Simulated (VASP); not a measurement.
# CaSb4 (P6/mmm) in VASP: notebook

The runs below take CaSb4 through single point, with PBE.

Program: VASP 6.6.1. These are calculated values, not measurements. Logs are shortened: lines on timing, memory, paths and dates and some standing lists are left out, and cuts for length are marked.

### Step 1. The cell of the first run

It takes space group P6/mmm (No. 191, hexagonal). The conventional cell has a = 5.111 Å, b = 5.111 Å, c = 6.158 Å, α = 90.00°, β = 90.00°, γ = 120.00°. Within 3.9 Å of Ca (site symmetry 6/mmm) lie 6 Sb at 2.95 Å. Within 3.9 Å of Sb (site symmetry -6m2) lie 3 Ca at 2.95 Å and 5 Sb at 2.95 to 3.08 Å. Within 3.9 Å of Sb (site symmetry -6m2) lie 5 Sb at 2.95 to 3.08 Å.

The cell was generated, and may not be a known phase.

### Step 2. Single point, PBE

INCAR reads:

```
PREC = Accurate ; ENCUT = 520
EDIFF = 1E-6 ; ISMEAR = 0
SIGMA = 0.1 ; LREAL = False
LASPH = True ; NELM = 100
ALGO = Normal ; ISIF = 2
LWAVE = False ; LCHARG = True
GGA = PE ; LELF = True
LVHAR = True ; NBANDS = 23
```

KPOINTS reads:

```
regular mesh
0
Gamma
  6 6 4
```

POSCAR reads:

```
CaSb4
1.0
    5.1109901000      0.0000000000      0.0000000000
   -2.5554950500      4.4262472700      0.0000000000
    0.0000000000      0.0000000000      6.1578649300
Ca Sb
1 4
Direct
    0.0000000000      0.0000000000      0.5000000000
    0.3333333300      0.6666666700      0.5000000000
    0.6666666700      0.3333333300      0.5000000000
    0.3333333300      0.6666666700      0.0000000000
    0.6666666700      0.3333333300      0.0000000000
```

Potentials or basis: VASP PAW PBE potentials, release 64 (Ca_sv, Sb).

Started as:

```bash
> cat potpaw_PBE.64/Ca_sv/POTCAR potpaw_PBE.64/Sb/POTCAR > POTCAR
> mpirun -np 1 vasp_std > vasp.out
```

OUTCAR:

```text
PREC = Accurate
   ENCUT = 520
   EDIFF = 1E-6
   ISMEAR = 0
   LREAL = False
   LASPH = True
   NELM = 100
   ISIF = 2
   GGA = PE

 ion  position               nearest neighbor table
   1  0.000  0.000  0.500-   2 2.95   3 2.95   3 2.95   2 2.95   3 2.95   2 2.95
   2  0.333  0.667  0.500-   1 2.95   3 2.95   3 2.95   1 2.95   1 2.95   3 2.95   4 3.08   4 3.08

   3  0.667  0.333  0.500-   1 2.95   2 2.95   2 2.95   1 2.95   1 2.95   2 2.95   5 3.08   5 3.08

   4  0.333  0.667  0.000-   5 2.95   5 2.95   5 2.95   2 3.08   2 3.08
   5  0.667  0.333  0.000-   4 2.95   4 2.95   4 2.95   3 3.08   3 3.08

  LATTYP: Found a hexagonal cell.
 ALAT       =     5.1109901000
 C/A-ratio  =     1.2048281858

  Lattice vectors:

 A1 = (   5.1109901000,   0.0000000000,   0.0000000000)
 A2 = (  -2.5554950500,   4.4262472700,   0.0000000000)
 A3 = (   0.0000000000,   0.0000000000,   6.1578649300)

Analysis of symmetry for initial positions (statically):
=====================================================================
 Subroutine PRICEL returns:
 Original cell was already a primitive cell.

 Routine SETGRP: Setting up the symmetry group for a
 hexagonal supercell.

 Subroutine GETGRP returns: Found 24 space group operations
 (whereof 24 operations were pure point group operations)
 out of a pool of 24 trial point group operations.

The static configuration has the point symmetry D_6h.

Analysis of symmetry for dynamics (positions and initial velocities):
=====================================================================
 Subroutine PRICEL returns:
 Original cell was already a primitive cell.

 Routine SETGRP: Setting up the symmetry group for a
 hexagonal supercell.

 Subroutine GETGRP returns: Found 24 space group operations
 (whereof 24 operations were pure point group operations)
 out of a pool of 24 trial point group operations.

The dynamic configuration has the point symmetry D_6h.

 Subroutine INISYM returns: Found 24 space group operations
 (whereof 24 operations are pure point group operations),
 and found     1 'primitive' translations

----------------------------------------------------------------------------------------

                                     Primitive cell

  volume of cell :     139.3063

  direct lattice vectors                    reciprocal lattice vectors
     5.110990100  0.000000000  0.000000000     0.195656806  0.112962510  0.000000000
    -2.555495050  4.426247270  0.000000000     0.000000000  0.225925019  0.000000000
     0.000000000  0.000000000  6.157864930     0.000000000  0.000000000  0.162393948

  length of vectors
     5.110990100  5.110990104  6.157864930     0.225925020  0.225925019  0.162393948

  position of ions in fractional coordinates (direct lattice)
     0.000000000  0.000000000  0.500000000
     0.333333330  0.666666670  0.500000000
     0.666666670  0.333333330  0.500000000
     0.333333330  0.666666670  0.000000000
     0.666666670  0.333333330  0.000000000

  ion indices of the primitive-cell ions
   primitive index   ion index
                 1           1
                 2           2
                 3           3
                 4           4
                 5           5

----------------------------------------------------------------------------------------

 KPOINTS: regular mesh

Automatic generation of k-mesh.
 Grid dimensions read from file:
 generate k-points for:    6    6    4

 Generating k-lattice:

  Cartesian coordinates                     Fractional coordinates (reciprocal lattice)
     0.032609468  0.018827085  0.000000000     0.166666667  0.000000000  0.000000000
     0.000000000  0.037654170  0.000000000     0.000000000  0.166666667  0.000000000
     0.000000000  0.000000000  0.040598487     0.000000000  0.000000000  0.250000000

  Length of vectors
     0.037654170  0.037654170  0.040598487

  Shift w.r.t. Gamma in fractional coordinates (k-lattice)
     0.000000000  0.000000000  0.000000000

 Subroutine IBZKPT returns following result:
 ===========================================

 Found     21 irreducible k-points:

 Following reciprocal coordinates:
            Coordinates               Weight
  0.000000  0.000000  0.000000      1.000000
  0.166667 -0.000000  0.000000      6.000000
  0.333333  0.000000  0.000000      6.000000
  0.500000  0.000000  0.000000      3.000000
  0.166667  0.166667  0.000000      6.000000
  0.333333  0.166667  0.000000     12.000000
[... 13 lines left out ...]
  0.333333  0.166667  0.500000     12.000000
  0.333333  0.333333  0.500000      2.000000
   k-points           NKPTS =     21   k-points in BZ     NKDIM =     21   number of bands    NBANDS=     23
   number of dos      NEDOS =    301   number of ions     NIONS =      5
   total plane-waves  NPLWV =  76800
   dimension x,y,z NGX =    40 NGY =   40 NGZ =   48
   dimension x,y,z NGXF=    80 NGYF=   80 NGZF=   96
   ions per type =               1   4
   NGX,Y,Z   is equivalent  to a cutoff of  13.01, 13.01, 12.96 a.u.
   NGXF,Y,Z  is equivalent  to a cutoff of  26.02, 26.02, 25.92 a.u.
 SYSTEM =  unknown system
   PREC   = accura    normal or accurate (medium, high low for compatibility)
   ISTART =      0    job   : 0-new  1-cont  2-samecut
   ICHARG =      2    charge: 1-file 2-atom 10-const
   ISPIN  =      1    spin polarized calculation?
   LNONCOLLINEAR =      F non collinear calculations
   LSORBIT =      F    spin-orbit coupling
   LASPH  =      T    aspherical Exc in radial PAW
   ENCUT  =  520.0 eV  38.22 Ry    6.18 a.u.   9.50  9.50 11.45*2*pi/ulx,y,z
   NELM   =    100;   NELMIN=  2; NELMDL= -5     # of ELM steps
   EDIFF  = 0.1E-05   stopping-criterion for ELM
   LREAL  =      F    real-space projection
   EDIFFG = 0.1E-04   stopping-criterion for IOM
   NSW    =      0    number of steps for IOM
   IBRION =     -1    ionic relax: 0-MD 1-quasi-New 2-CG
   NFREE  =      0    steps in history (QN), initial steepest desc. (CG)
   ISIF   =      2    stress and relaxation
   ISYM   =      2    0-nonsym 1-usesym 2-fastsym
   POTIM  = 0.5000    time-step for ionic-motion
   TEBEG  =    0.0;   TEEND  =   0.0 temperature during run
   PSTRESS=    0.0 pullay stress
   NELECT =      30.0000    total number of electrons
   NUPDOWN=      -1.0000    fix difference up-down
   EMIN   =  10.00;   EMAX   =-10.00  energy-range for DOS
   EFERMI =   0.00;   METHOD = LEGACY
   ISMEAR =     0;   SIGMA  =   0.10  broadening in eV -4-tet -1-fermi 0-gaus
   EFERMI_NEDOS =   21; number of points for ismear=-14 and -15
   IALGO  =     38    algorithm
   IMIX   =      4    mixing-type and parameters
     AMIX     =   0.40;   BMIX     =  1.00
     AMIX_MAG =   1.60;   BMIX_MAG =  1.00
  volume/ion in A,a.u.               =      27.86       188.02
  Fermi-wavevector in a.u.,A,eV,Ry     =   0.981277  1.854345 13.101112  0.962905
  Thomas-Fermi vector in A             =   2.112271
   LORBIT       =      0    0 simple, 1 ext, 2 COOP (PROOUT), +10 PAW based schemes
   GGA     = PE    functional components
   LHFCALC =     F    Hartree Fock is set to
   AEXX    =    0.0000 exact exchange contribution
   IVDW    =     0    specifies the selected vdW correction
   LEPSILON=     F    determine dielectric tensor
   LRPA    =     F    only Hartree local field effects (RPA)
 non-spin polarized calculation
 Gauss-broadening in eV      SIGMA  =   0.10
  energy-cutoff  :      520.00
  volume of cell :      139.31
 maximum number of plane-waves:      3802
 NGX is ok and might be reduce to    40
   NGX = 19   NGY = 19   NGZ = 23

 number of electron      30.0000002 magnetization

 Free energy of the ion-electron system (eV)
  ---------------------------------------------------
  ext. energy  EPLUGINS =         0.00000000
  ---------------------------------------------------
  free energy    TOTEN  =       -17.68786076 eV

  energy without entropy =      -17.67071745  energy(sigma->0) =      -17.67928910

 E-fermi :   7.2974     XC(G=0):  -9.6109

 val. band max:        7.2511369520   @ k =   0.1667  -0.0000   0.2500
 cond. band min:       7.3065756345   @ k =   0.5000   0.0000   0.5000
 fundamental gap:      0.0554386825
 Fermi energy:         7.2974158407

 k-point     1 :       0.0000    0.0000    0.0000
  band No.  band energies     occupation
      1     -33.7317      2.00000
      2     -14.9030      2.00000
      3     -14.8312      2.00000
      4     -14.8312      2.00000
      5      -5.4302      2.00000
      6      -2.9105      2.00000
[... 15 lines left out ...]
     22      10.4458      0.00000
     23      11.2004      0.00000

 k-point     2 :       0.1667   -0.0000    0.0000
  band No.  band energies     occupation
      1     -33.7314      2.00000
      2     -14.9025      2.00000
      3     -14.8413      2.00000
      4     -14.8338      2.00000
      5      -5.2352      2.00000
      6      -2.7170      2.00000
[... 15 lines left out ...]
     22      10.6377      0.00000
     23      11.7105      0.00000

 k-point     3 :       0.3333    0.0000    0.0000
  band No.  band energies     occupation
      1     -33.7310      2.00000
      2     -14.9014      2.00000
      3     -14.8612      2.00000
      4     -14.8389      2.00000
      5      -4.7000      2.00000
      6      -2.3748      2.00000
[... 15 lines left out ...]
     22      10.9540      0.00000
     23      12.1146      0.00000
[... 417 lines left out ...]
 k-point    20 :       0.3333    0.1667    0.5000
  band No.  band energies     occupation
      1     -33.7308      2.00000
      2     -14.9012      2.00000
      3     -14.8659      2.00000
      4     -14.8464      2.00000
      5      -3.3884      2.00000
      6      -3.3132      2.00000
[... 15 lines left out ...]
     22      11.1774      0.00000
     23      11.5657      0.00000

 k-point    21 :       0.3333    0.3333    0.5000
  band No.  band energies     occupation
      1     -33.7307      2.00000
      2     -14.9010      2.00000
      3     -14.8593      2.00000
      4     -14.8593      2.00000
      5      -2.7884      2.00000
      6      -2.7884      2.00000
[... 15 lines left out ...]
     22      11.4913      0.00000
     23      11.4913      0.00000

------------------------ aborting loop because EDIFF is reached ----------------------------------------

  FORCE on cell =-STRESS in cart. coord.  units (eV):
  Direction    XX          YY          ZZ          XY          YZ          ZX
  --------------------------------------------------------------------------------------
  -------------------------------------------------------------------------------------
  Total       15.9388312     15.9388312      2.0952777      0.0000000     -0.0000000     -0.0000000
  in kB      183.3142316    183.3142320     24.0980167      0.0000000     -0.0000000     -0.0000000
  external PRESSURE =     130.2421601 kB  Pullay stress =       0.0000000 kB

 VOLUME and BASIS-vectors are now :
 -----------------------------------------------------------------------------
  energy-cutoff  :      520.00
  volume of cell :      139.31
      direct lattice vectors                 reciprocal lattice vectors
     5.110990100  0.000000000  0.000000000     0.195656806  0.112962510  0.000000000
    -2.555495050  4.426247270  0.000000000     0.000000000  0.225925019  0.000000000
     0.000000000  0.000000000  6.157864930     0.000000000  0.000000000  0.162393948

 POSITION                                       TOTAL-FORCE (eV/Angst)
 -----------------------------------------------------------------------------------
      0.00000      0.00000      3.07893        -0.000000      0.000000      0.000000
     -0.00000      2.95083      3.07893         0.000000     -0.000000      0.000000
      2.55550      1.47542      3.07893        -0.000000      0.000000     -0.000000
     -0.00000      2.95083      0.00000         0.000000      0.000000      0.000000
      2.55550      1.47542      0.00000        -0.000000      0.000000      0.000000
 -----------------------------------------------------------------------------------
    total drift:                                0.000000     -0.000000      0.000000

  FREE ENERGIE OF THE ION-ELECTRON SYSTEM (eV)
  ---------------------------------------------------
  free  energy   TOTEN  =       -17.6878607567 eV

  energy  without entropy=      -17.6707174464  energy(sigma->0) =      -17.67928910
```

Run time: 56 s. Hardware: 1 thread of Intel Xeon Platinum 8488C (Sapphire Rapids), shared host; peak memory 0.28 GiB.

Results:

```yaml
Free_energy: -17.6879 eV
Pressure: 13.0 GPa
Band_gap_on_the_k_mesh: zero (bands 15 and 16 overlap by 1.78 eV)
```

Stress tensor (GPa, compression positive):
```
18.33  0.00  0.00
 0.00 18.33  0.00
 0.00  0.00  2.41
```

Levels at points of the mesh, in eV from the Fermi level:
```csv
k point,band 11,band 12,band 13,band 14,band 15,band 16,band 17,band 18,band 19,band 20
"(0.00, 0.00, 0.00)",-4.63,-2.45,-2.45,-1.96,-0.58,-0.58,1.89,1.89,1.97,2.31
"(0.50, 0.00, 0.00)",-3.78,-3.52,-2.84,-1.07,0.42,1.47,1.55,2.64,2.93,3.06
"(0.00, 0.00, 0.50)",-3.19,-3.19,-2.30,-2.24,0.09,0.09,0.23,0.23,2.20,2.22
"(0.50, 0.00, 0.50)",-2.89,-2.33,-1.55,-1.13,-0.13,0.01,0.54,2.34,2.51,2.59
```

Caveat: the stress differs along the axes, from 2 to 18 GPa; spin-orbit coupling is left out, which moves the levels of the heavy elements.

### Step 3. Single point, PBE

This run uses another cell than the first one, of 33.36 Å³/atom.

INCAR reads:

```
ALGO = Normal
EDIFF = 1E-6
ENCUT = 520
GGA = PE
ISIF = 2
ISMEAR = 0
LASPH = T
LCHARG = T
LELF = T
LREAL = F
LVHAR = T
LWAVE = F
NBANDS = 23
NELM = 60
PREC = Accurate
SIGMA = 0.1
```

KPOINTS reads:

```
k-points
0
Gamma
  6 6 4
```

POSCAR reads:

```
CaSb4
1.0
    5.5820067407      0.0000000000      0.0000000000
   -2.7910033703      4.8341596415      0.0000000000
    0.0000000000      0.0000000000      6.1809650930
Ca Sb
1 4
Direct
    0.0000000000      0.0000000000      0.5000000000
    0.3333333333      0.6666666667      0.5000000000
    0.6666666667      0.3333333333      0.5000000000
    0.3333333333      0.6666666667      0.0000000000
    0.6666666667      0.3333333333      0.0000000000
```

Potentials or basis: VASP PAW PBE potentials, release 64 (Ca_sv, Sb).

Started as:

```bash
> cat potpaw_PBE.64/Ca_sv/POTCAR potpaw_PBE.64/Sb/POTCAR > POTCAR
> mpirun -np 1 vasp_std > vasp.out
```

It took 71 s on 1 thread of Intel Xeon Platinum 8488C (Sapphire Rapids), shared host; peak memory 0.3 GiB.

Results (log left out):

```
Free energy            : -19.0511 eV
Pressure               : 0.3 GPa
Band gap on the k mesh : zero (bands 15 and 16 overlap by 1.65 eV)
```

Stress tensor (GPa, compression positive):
```
0.38 0.00 0.00
0.00 0.38 0.00
0.00 0.00 0.25
```

Levels at points of the mesh, in eV from the Fermi level:
| k point | band 12 | band 13 | band 14 | band 15 | band 16 | band 17 | band 18 | band 19 |
| --- | --- | --- | --- | --- | --- | --- | --- | --- |
| (0.00, 0.00, 0.00) | -2.25 | -1.58 | -1.58 | -0.69 | -0.69 | 1.72 | 1.82 | 1.82 |
| (0.50, 0.00, 0.00) | -3.27 | -1.91 | -0.79 | 0.43 | 0.54 | 1.84 | 2.54 | 2.82 |
| (0.00, 0.00, 0.50) | -2.50 | -1.27 | -1.24 | -0.02 | -0.02 | 0.24 | 0.24 | 1.74 |
| (0.50, 0.00, 0.50) | -2.00 | -0.69 | -0.44 | 0.32 | 0.40 | 0.63 | 1.33 | 1.50 |

Caveat: spin-orbit coupling is left out, which moves the levels of the heavy elements.

### Step 4. Single point, PBE

This run uses another cell than the first one, of 33.64 Å³/atom.

INCAR reads:

```
SYSTEM = CaSb4
PREC = Accurate
ENCUT = 520
EDIFF = 1E-7
ISMEAR = 0
SIGMA = 0.1
LREAL = .FALSE.
LASPH = .TRUE.
NELM = 60
ALGO = Normal
ISIF = 2
LWAVE = .FALSE.
LCHARG = .FALSE.
GGA = PE
NBANDS = 23
```

KPOINTS reads:

```
Automatic mesh
0
G
  12 12 6
  0 0 0
```

Changes to POSCAR since step 3:

```diff
@@ -2,5 +2,5 @@
 1.0
-    5.5820067407      0.0000000000      0.0000000000
-   -2.7910033703      4.8341596415      0.0000000000
-    0.0000000000      0.0000000000      6.1809650930
+    5.6184777483      0.0000000000      0.0000000000
+   -2.8092388741      4.8657444606      0.0000000000
+    0.0000000000      0.0000000000      6.1523224446
 Ca Sb
```

Started as:

```bash
> cat potpaw_PBE.64/Ca_sv/POTCAR potpaw_PBE.64/Sb/POTCAR > POTCAR
> mpirun -np 1 vasp_std > vasp.out
```

Wall time 4.3 min (1 thread of Intel Xeon Platinum 8488C (Sapphire Rapids), shared host); peak memory 0.45 GiB.

Results (log left out):

```
Free energy            : -19.0674 eV
Pressure               : 0.0 GPa
Band gap on the k mesh : zero (bands 15 and 16 overlap by 1.68 eV)
```

Levels at points of the mesh, in eV from the Fermi level:
| k point | band 13 | band 14 | band 15 | band 16 | band 17 | band 18 |
| --- | --- | --- | --- | --- | --- | --- |
| (0.00, 0.00, 0.00) | -1.55 | -1.55 | -0.75 | -0.75 | 1.64 | 1.79 |
| (0.50, 0.00, 0.00) | -1.87 | -0.79 | 0.37 | 0.42 | 1.82 | 2.45 |
| (0.00, 0.00, 0.50) | -1.21 | -1.18 | -0.07 | -0.07 | 0.18 | 0.18 |
| (0.50, 0.00, 0.50) | -0.63 | -0.41 | 0.34 | 0.43 | 0.60 | 1.23 |

Caveat: spin-orbit coupling is left out, which moves the levels of the heavy elements.

### Step 5. The runs side by side

```tsv
cell	k mesh	gap on the mesh (eV)	pressure (GPa)
a = 5.111, b = 5.111, c = 6.158 Å, angles 90.0, 90.0, 120.0°, 5 atoms	6 × 6 × 4	none	13.0
a = 5.582, b = 5.582, c = 6.181 Å, angles 90.0, 90.0, 120.0°, 5 atoms	6 × 6 × 4	none	0.3
a = 5.618, b = 5.618, c = 6.152 Å, angles 90.0, 90.0, 120.0°, 5 atoms	12 × 12 × 6	none	0.0
```

Alike in all rows: task single point; level PBE; potentials or basis VASP PAW PBE potentials, release 64 (Ca_sv, Sb); no spin polarisation; cutoff (eV) 520; smearing gaussian 0.1 eV.

Caveats: spin-orbit coupling is left out, which moves the levels of the heavy elements; the stress differs along the axes, from 2 to 18 GPa (at least some runs).

Absolute energies hang on the potentials; compare differences alone.

The gap in the log of VASP goes by the Fermi energy; the results here count the filled bands.